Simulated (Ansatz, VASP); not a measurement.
**Two plane-wave programs on HgTe**

INCAR

```
SYSTEM = HgTe
  PREC = Accurate
  ENCUT = 500
  EDIFF = 1E-6
  ISMEAR = -1
  SIGMA = 0.02
  LREAL = .FALSE.
  LASPH = .TRUE.
  NELM = 200
  ALGO = Normal
  ISIF = 2
  LWAVE = .FALSE.
  LCHARG = .TRUE.
  ISPIN = 2
  MAGMOM = 0 0
  LORBIT = 11
  GGA = PS
  LELF = .TRUE.
  LVHAR = .TRUE.
  NBANDS = 20
  GGA_COMPAT = .FALSE.
```

File KPOINTS:

```
regular mesh
0
G
  4 4 4
  0 0 0
```

Contents of POSCAR:

```
HgTe
1.0
    0.0000000000      3.2891578872      3.2891578872
    3.2891578872      0.0000000000      3.2891578872
    3.2891578872      3.2891578872      0.0000000000
Hg Te
1 1
Direct
    0.0000000000      0.0000000000      0.0000000000
    0.2500000000      0.2500000000      0.2500000000
```

Input for Ansatz:

```yaml
crystal:
  lattice:
    - [0.0, 3.2891578872, 3.2891578872]
    - [3.2891578872, 0.0, 3.2891578872]
    - [3.2891578872, 3.2891578872, 0.0]
  atoms:
    - { symbol: Hg, position: [0.0, 0.0, 0.0] }
    - { symbol: Te, position: [0.25, 0.25, 0.25] }
kpoints:
  mp_grid: { grid: [4, 4, 4] }
hamiltonian:
  xc: pbesol
scf:
  occupations: { method: fermi_dirac, width: 0.02 }
  n_extra_bands: 4
  max_iter: 84
output:
  forces: true
  stress: true
  eigenvalues: true
magnetization:
  spin_polarized: true
  initial_magnetization: 6.0
```

Alike in both runs: task single point; functional PBEsol; k mesh 4 × 4 × 4; occupations fermi-dirac, width 0.02 eV; collinear spin.

```csv
,VASP,Ansatz
version,VASP 6.6.1,Ansatz 0.2.0
potentials or method,"VASP PAW PBE potentials, release 64 (Hg, Te)",plane waves
plane-wave cutoff (eV),500,420
valence electrons in the cell,18,36
```

```csv
,VASP,Ansatz,Ansatz less VASP
gap on the k mesh at the Fermi level (eV),none,none,-
pressure (GPa),-0.7,-0.8,-0.10
```

VASP's potentials were made for PBE, not for PBEsol. A gap of «none» marks a metal or a gap that the smearing closes. With one functional, cell and mesh, what is left measures potentials, basis and numerics. VASP's potentials hold 18 valence electrons a cell and Ansatz's 36, so a difference there can come from the potentials and not from the codes. Ansatz's warnings: moment headroom below auto, seeded moment not kept.

The k mesh is coarse, so the values compare programs but aren't converged. Neither program's run includes spin-orbit coupling.
